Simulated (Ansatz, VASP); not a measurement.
**HfO2 in VASP and in Ansatz**

```xyz
12
Lattice="5.2881 0.0000 0.0000 0.0000 5.0706 0.0000 0.0000 0.0000 5.0989" Properties=species:S:1:pos:R:3 pbc="T T T"
Hf    5.1136    3.7143    3.7805
Hf    2.8186    3.7143    1.2311
Hf    2.4695    1.3563    3.7805
Hf    0.1745    1.3563    1.2311
O     3.3428    4.7088    4.4833
O     4.5894    4.7088    1.9339
O     1.2372    2.7375    2.5102
O     1.4069    2.7375    5.0596
O     4.0510    2.3331    5.0596
O     3.8812    2.3331    2.5102
O     0.6987    0.3618    4.4833
O     1.9454    0.3618    1.9339
```

Alike in both runs: task single point; functional r2SCAN; k mesh 5 × 6 × 5; occupations fermi-dirac, width 0.05 eV; no spin polarisation.

|  | VASP | Ansatz |
| --- | --- | --- |
| version | VASP 6.6.1 | Ansatz 0.2.0 |
| potentials or method | VASP PAW PBE potentials, release 64 (Hf_pv, O) | Ansatz PAW |
| plane-wave cutoff (eV) | 520 | 500 |
| valence electrons in the cell | 88 | 152 |

VASP gave:

```
gap on the k mesh at the Fermi level (eV)                     : 4.81
least direct gap on the mesh (eV)                             : 5.02
pressure (GPa)                                                : -9.6
traceless stress, the component that is largest in VASP (GPa) : 0.44
rms of the force components (eV/Å)                            : 0.080
```

Question: Which values does Ansatz return?

Answer: gap on the k mesh at the Fermi level (eV): 4.86; least direct gap on the mesh (eV): 5.06; pressure (GPa): -6.2; traceless stress, the component that is largest in VASP (GPa): 0.33; rms of the force components (eV/Å): 0.056.

VASP's potentials were made for PBE, not for r2SCAN. Atom by atom the forces differ by 0.029 eV/Å (rms over components). VASP's potentials hold 88 valence electrons a cell and Ansatz's 152, so a difference there can come from the potentials and not from the codes.

Neither program's run includes spin-orbit coupling. Noted on Ansatz's run: odd divisions of the mesh miss points on the zone boundary, where band edges often lie, so the gap on the mesh can be too wide.
